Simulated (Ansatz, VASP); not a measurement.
# SrMgTa3Sb in VASP and in Ansatz

```
CELL_PARAMETERS angstrom
5.65943 0.00000 0.00000
-2.82971 4.90121 0.00000
0.00000 0.00000 4.99658
ATOMIC_POSITIONS crystal
Sr 0.66667 0.33333 0.00000
Mg 0.33333 0.66667 0.00000
Ta 0.13813 0.80194 0.50000
Ta 0.66381 0.86187 0.50000
Ta 0.19806 0.33619 0.50000
Sb 0.00000 0.00000 0.00000
```

Change from the starting cell: the structure that the rattled cell fell into.

Alike in both runs: task relaxation of cell and atoms; functional PBE; k mesh 6 × 6 × 6; occupations gaussian, width 0.1 eV; no spin polarisation.

```csv
,VASP,Ansatz
version,VASP 6.6.1,Ansatz 0.2.0
potentials or method,"VASP PAW PBE potentials, release 64 (Sr_sv, Mg, Ta_pv, Sb), cutoff 600 eV","scalar-relativistic, plane waves, PAW"
valence electrons in the cell,50,74
```

Ansatz gave:

```
gap on the k mesh at the Fermi level, each at its own relaxed structure (eV) : none
relaxed volume (Å³/atom)                                                     : 23.14
relaxed cell length with the largest relative difference (Å)                 : 5.005
```

Problem. Which values does VASP return?

Solution. gap on the k mesh at the Fermi level, each at its own relaxed structure (eV): none; relaxed volume (Å³/atom): 23.16; relaxed cell length with the largest relative difference (Å): 5.008.

A gap of «none» marks a metal or a gap that the smearing closes. VASP's potentials hold 50 valence electrons a cell and Ansatz's 74, so a difference there can come from the potentials and not from the codes.

Spin-orbit coupling is off throughout.
